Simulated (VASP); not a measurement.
Runs of VASP 6.6.1 on TiGe4Mo. The structure is that of space group P4/mmm (No. 123), or close to it. The cells are those of the table. 

```tsv
task	spin	cell	k mesh	cutoff (eV)	gap on the mesh (eV)	pressure (GPa)	largest force (eV/Å)
single point	off	a = 3.270, b = 3.270, c = 8.327 Å, 6 atoms	12 × 12 × 6	520	none	(a)	0.01
relaxation of cell and atoms	off	relaxed from a = 3.339, b = 3.339, c = 8.497 Å, 6 atoms	12 × 12 × 6	600	none	0.0	0.01
single point	off	a = 3.445, b = 3.445, c = 8.777 Å, 6 atoms	12 × 12 × 6	520	none	-9.9	0.01
single point	collinear, ferromagnetic start	a = 3.339, b = 3.339, c = 8.497 Å, 6 atoms	6 × 6 × 2	520	none	0.4	0.08
single point	off	a = 3.404, b = 3.404, c = 8.665 Å, 6 atoms	12 × 12 × 6	520	none	(b)	0.01
single point	off	a = 3.305, b = 3.305, c = 8.412 Å, 6 atoms	12 × 12 × 6	520	none	4.6	0.01
```

Alike in all rows: level PBE; potentials or basis VASP PAW PBE potentials, release 64 (Ti_sv, Ge_d, Mo_sv); smearing gaussian 0.1 eV.

Task: Estimate the missing entries.

Result: (a) 9.7; (b) -6.7.

Caveats: some runs use coarse meshes.

A k mesh can miss the band edges, and the runs leave out spin-orbit coupling on Ge, Mo.

A gap of «none» marks levels without a gap at the run's occupations.
